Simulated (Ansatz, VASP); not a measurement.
**One calculation of P, two programs**

Contents of INCAR:

```
PREC = Accurate ; ENCUT = 520
EDIFF = 1E-6 ; ISMEAR = 0
SIGMA = 0.02 ; LREAL = F
LASPH = T ; NELM = 100
ALGO = Normal ; ISIF = 2
LWAVE = F ; LCHARG = F
LDIPOL = T ; IDIPOL = 3
DIPOL = 0.5 0.5 0.500 ; GGA = PE
IVDW = 12 ; NBANDS = 12
```

File KPOINTS:

```
Automatic mesh
0
Gamma
  9 9 1
```

Contents of POSCAR:

```
P
1.0
    3.3240000000      0.0000000000      0.0000000000
   -1.6620000000      2.8786684422      0.0000000000
    0.0000000000      0.0000000000     28.0000000000
P
2
Direct
    0.3333333333      0.6666666667      0.5143035714
    0.6666666667      0.3333333333      0.4856964286
```

Input for Ansatz:

```yaml
crystal:
  lattice:
    - [3.324, 0.0, 0.0]
    - [-1.662, 2.8786684422, 0.0]
    - [0.0, 0.0, 28.0]
  atoms:
    - { symbol: P, position: [0.3333333333, 0.6666666667, 0.5143035714] }
    - { symbol: P, position: [0.6666666667, 0.3333333333, 0.4856964286] }
  periodic: [true, true, false]
basis:
  ecutwfc: 420
kpoints:
  mp_grid: { grid: [9, 9, 1] }
hamiltonian:
  xc: pbe
  dispersion: d3bj
scf:
  occupations: { method: gaussian, width: 0.02 }
output:
  forces: true
  stress: true
  eigenvalues: true
```

Alike in both runs: task single point; functional PBE; dispersion D3(BJ); k mesh 9 × 9 × 1; occupations gaussian, width 0.02 eV; no spin polarisation.

```csv
,VASP,Ansatz
version,VASP 6.6.1,Ansatz 0.2.0
potentials or method,"VASP PAW PBE potentials, release 64 (P), cutoff 520 eV","scalar-relativistic, plane waves, PAW"
valence electrons in the cell,10,10
```

Ansatz gave:

| Quantity | Value |
| --- | --- |
| gap on the k mesh at the Fermi level (eV) | none |
| rms of the force components (eV/Å) | 2.246 |

Question: Which values does VASP return?

Answer: gap on the k mesh at the Fermi level (eV): none; rms of the force components (eV/Å): 2.236.

Atom by atom the forces differ by 0.010 eV/Å (rms over components). A gap of «none» marks a metal or a gap that the smearing closes.
